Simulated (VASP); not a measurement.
# W (Im-3m) in VASP: notebook, part 2 of 2

VASP 6.6.1.

## 5. Single point, PBE+D3(BJ)

This run uses another cell than the first one, of 16.80 Å³/atom, 1.060 times its volume.

File INCAR:

```
SYSTEM = W
PREC = Accurate
ENCUT = 520
EDIFF = 1E-6
ISMEAR = 1
SIGMA = 0.1
LREAL = .False.
LASPH = .True.
NELM = 60
ALGO = Normal
ISIF = 2
LWAVE = .False.
LCHARG = .True.
GGA = PE
IVDW = 12
LELF = .True.
LVHAR = .True.
NBANDS = 13
```

File KPOINTS:

```
regular mesh
0
Gamma
  13 13 13
  0 0 0
```

File POSCAR:

```
W
1.0
   -1.6133792515      1.6133792515      1.6133792515
    1.6133792515     -1.6133792515      1.6133792515
    1.6133792515      1.6133792515     -1.6133792515
W
1
Direct
    0.0000000000      0.0000000000      0.0000000000
```

Potentials or basis: VASP PAW PBE potentials, release 64 (W_sv).

Launch:

```bash
> cat potpaw_PBE.64/W_sv/POTCAR > POTCAR
> mpirun -np 1 vasp_std > vasp.out
```

OUTCAR:

```text
SYSTEM = W
   PREC = Accurate
   ENCUT = 520
   EDIFF = 1E-6
   ISMEAR = 1
   LREAL = .False.
   LASPH = .True.
   NELM = 60
   ISIF = 2
   GGA = PE
   IVDW = 12
 IVDW          = 12

 ion  position               nearest neighbor table
   1  0.000  0.000  0.000-

  LATTYP: Found a body centered cubic cell.
 ALAT       =     3.2267585030

  Lattice vectors:

 A1 = (  -1.6133792515,   1.6133792515,   1.6133792515)
 A2 = (   1.6133792515,  -1.6133792515,   1.6133792515)
 A3 = (   1.6133792515,   1.6133792515,  -1.6133792515)

Analysis of symmetry for initial positions (statically):
=====================================================================
 Subroutine PRICEL returns:
 Original cell was already a primitive cell.

 Routine SETGRP: Setting up the symmetry group for a
 body centered cubic supercell.

 Subroutine GETGRP returns: Found 48 space group operations
 (whereof 48 operations were pure point group operations)
 out of a pool of 48 trial point group operations.

The static configuration has the point symmetry O_h .

Analysis of symmetry for dynamics (positions and initial velocities):
=====================================================================
 Subroutine PRICEL returns:
 Original cell was already a primitive cell.

 Routine SETGRP: Setting up the symmetry group for a
 body centered cubic supercell.

 Subroutine GETGRP returns: Found 48 space group operations
 (whereof 48 operations were pure point group operations)
 out of a pool of 48 trial point group operations.

The dynamic configuration has the point symmetry O_h .

 Subroutine INISYM returns: Found 48 space group operations
 (whereof 48 operations are pure point group operations),
 and found     1 'primitive' translations

----------------------------------------------------------------------------------------

                                     Primitive cell
[... 115 lines left out ...]
   LHFCALC =     F    Hartree Fock is set to
   AEXX    =    0.0000 exact exchange contribution
   IVDW    =    12    specifies the selected vdW correction
   LEPSILON=     F    determine dielectric tensor
   LRPA    =     F    only Hartree local field effects (RPA)
 non-spin polarized calculation
 Methfessel and Paxton  Order N= 1 SIGMA  =   0.10
  energy-cutoff  :      520.00
  volume of cell :       16.80
 maximum number of plane-waves:       466
 NGX is ok and might be reduce to    24
   NGX = 11   NGY = 11   NGZ = 11

 number of electron      13.9999999 magnetization

 Free energy of the ion-electron system (eV)
  ---------------------------------------------------
  ext. energy  EPLUGINS =         0.00000000
  ---------------------------------------------------
  free energy    TOTEN  =       -12.94476239 eV

  energy without entropy =      -12.94463704  energy(sigma->0) =      -12.94472061

 E-fermi :  10.6368     XC(G=0): -13.3142

 val. band max:       10.5161158186   @ k =  -0.3077   0.3077   0.2308
 cond. band min:      10.6542761675   @ k =   0.4615   0.0769   0.0000
 fundamental gap:      0.1381603490
 Fermi energy:        10.6367794688

 k-point     1 :       0.0000    0.0000    0.0000
  band No.  band energies     occupation
      1     -63.6362      2.00000
      2     -27.2761      2.00000
      3     -27.2761      2.00000
      4     -27.2761      2.00000
      5       1.3092      2.00000
      6       9.4882      2.00000
      7       9.4882      2.00000
      8       9.4882      2.00000
      9      12.7481      0.00000
     10      12.7481      0.00000
     11      25.0029      0.00000
     12      25.0029      0.00000
     13      25.0029      0.00000
[... 354 lines left out ...]
  band No.  band energies     occupation
      1     -63.5616      2.00000
      2     -28.0356      2.00000
      3     -27.5109      2.00000
      4     -27.3331      2.00000
      5       4.7816      2.00000
      6       7.7802      2.00000
      7       8.3506      2.00000
      8      12.5183     -0.00000
      9      13.1138      0.00000
     10      14.3060      0.00000
     11      24.4779      0.00000
     12      24.5941      0.00000
     13      28.1787      0.00000

 [... further k-points ...]

------------------------ aborting loop because EDIFF is reached ----------------------------------------

 Edisp (eV)   -0.65473

 E8    (eV) :    -0.3355

  FORCE on cell =-STRESS in cart. coord.  units (eV):
  Direction    XX          YY          ZZ          XY          YZ          ZX
  --------------------------------------------------------------------------------------
  -------------------------------------------------------------------------------------
  Total      -1.85127    -1.85127    -1.85127     0.00000    -0.00000     0.00000
  in kB    -176.56805  -176.56805  -176.56805     0.00000    -0.00000     0.00000
  external pressure =     -176.57 kB  Pullay stress =        0.00 kB

 VOLUME and BASIS-vectors are now :
 -----------------------------------------------------------------------------
  energy-cutoff  :      520.00
  volume of cell :       16.80
      direct lattice vectors                 reciprocal lattice vectors
    -1.613379252  1.613379252  1.613379252     0.000000000  0.309908535  0.309908535
     1.613379252 -1.613379252  1.613379252     0.309908535  0.000000000  0.309908535
     1.613379252  1.613379252 -1.613379252     0.309908535  0.309908535  0.000000000

 POSITION                                       TOTAL-FORCE (eV/Angst)
 -----------------------------------------------------------------------------------
      0.00000      0.00000      0.00000         0.000000      0.000000      0.000000
 -----------------------------------------------------------------------------------
    total drift:                               -0.000000      0.000000      0.000000

  FREE ENERGIE OF THE ION-ELECTRON SYSTEM (eV)
  ---------------------------------------------------
  free  energy   TOTEN  =       -13.5994938978 eV

  energy  without entropy=      -13.5993685460  energy(sigma->0) =      -13.59945211
```

It took 17 s on 1 thread of Intel Xeon 6975P-C, shared host; peak memory 0.16 GiB.

What came out:

| Property | Result |
| --- | --- |
| Free energy | -13.5995 eV |
| Pressure | -17.7 GPa |
| Band gap on the k mesh | zero (band 7 reaches 14.79 eV, above the bottom of band 8 at 9.49 eV) |
| Dispersion energy per atom | -0.655 eV |

Caveat: spin-orbit coupling is left out, which moves the levels of the heavy elements; pairwise dispersion overbinds metals, which lowers pressure and volume.

## 6. Summary

```csv
cell,gap on the mesh (eV),pressure (GPa)
"a = 2.741 Å, angles 109.5°, 1 atom",none,-1.4
"a = 2.759 Å, angles 109.5°, 1 atom",none,-7.4
"a = 2.777 Å, angles 109.5°, 1 atom",none,-12.8
"a = 2.794 Å, angles 109.5°, 1 atom",none,-17.7
```

Alike in all rows: task single point; level PBE+D3(BJ); potentials or basis VASP PAW PBE potentials, release 64 (W_sv); no spin polarisation; k mesh 13 × 13 × 13; cutoff (eV) 520; smearing methfessel-paxton 0.1 eV.

Caveats: spin-orbit coupling is left out, which moves the levels of the heavy elements; pairwise dispersion overbinds metals, which lowers pressure and volume.

Total energies depend on the potentials used, so only differences within one code and one set of settings carry meaning.
